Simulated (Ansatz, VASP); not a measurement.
**One calculation of Na, two programs**

The input POSCAR:

```
Na
1.0
    7.0925227895      0.0000000000      0.0000000000
    0.0000000000      7.0925227895      0.0000000000
    0.0000000000      0.0000000000      7.0925227895
Na
1
Direct
    0.0000000000      0.0000000000      0.0000000000
```

Contents of INCAR.step1:

```
SYSTEM = Na
ALGO = Normal
EDIFF = 1E-4
ENCUT = 520
GGA = PE
ISMEAR = 0
LASPH = .TRUE.
LCHARG = .FALSE.
LREAL = .FALSE.
LWAVE = .TRUE.
NBANDS = 10
NELM = 80
PREC = Accurate
SIGMA = 0.1
```

The input INCAR.step2:

```
SYSTEM = Na
ALGO = Normal
EDIFF = 1E-6
ENCUT = 520
ISIF = 2
ISMEAR = 0
ISTART = 1
LASPH = .TRUE.
LCHARG = .TRUE.
LELF = .TRUE.
LMIXTAU = .TRUE.
LREAL = .FALSE.
LVHAR = .TRUE.
LWAVE = .FALSE.
METAGGA = R2SCAN
NBANDS = 10
NELM = 80
PREC = Accurate
SIGMA = 0.1
```

Contents of KPOINTS:

```
k-points
0
G
  6 6 6
  0 0 0
```

Input for Ansatz:

```yaml
crystal:
  lattice:
    - [7.0925227895, 0.0, 0.0]
    - [0.0, 7.0925227895, 0.0]
    - [0.0, 0.0, 7.0925227895]
  atoms:
    - { symbol: Na, position: [0.0, 0.0, 0.0] }
basis:
  ecutwfc: 500
kpoints:
  mp_grid: { grid: [6, 6, 6] }
hamiltonian:
  xc: r2scan
scf:
  occupations: { method: gaussian, width: 0.1 }
output:
  forces: true
  stress: true
  eigenvalues: true
  populations: true
```

Alike in both runs: task single point; functional r2SCAN; k mesh 6 × 6 × 6; occupations gaussian, width 0.1 eV; no spin polarisation.

```csv
,VASP,Ansatz
version,VASP 6.6.1,Ansatz 0.2.0
potentials or method,"VASP PAW PBE potentials, release 64 (Na_pv), cutoff 520 eV","scalar-relativistic, plane waves, PAW"
valence electrons in the cell,7,9
```

|  | VASP | Ansatz | Ansatz less VASP |
| --- | --- | --- | --- |
| gap on the k mesh at the Fermi level (eV) | none | none | - |
| pressure (GPa) | -0.1 | -0.1 | 0.00 |

VASP's potentials were made for PBE, not for r2SCAN. A gap of «none» marks a metal or a gap that the smearing closes. VASP's potentials hold 7 valence electrons a cell and Ansatz's 9, so a difference there can come from the potentials and not from the codes.
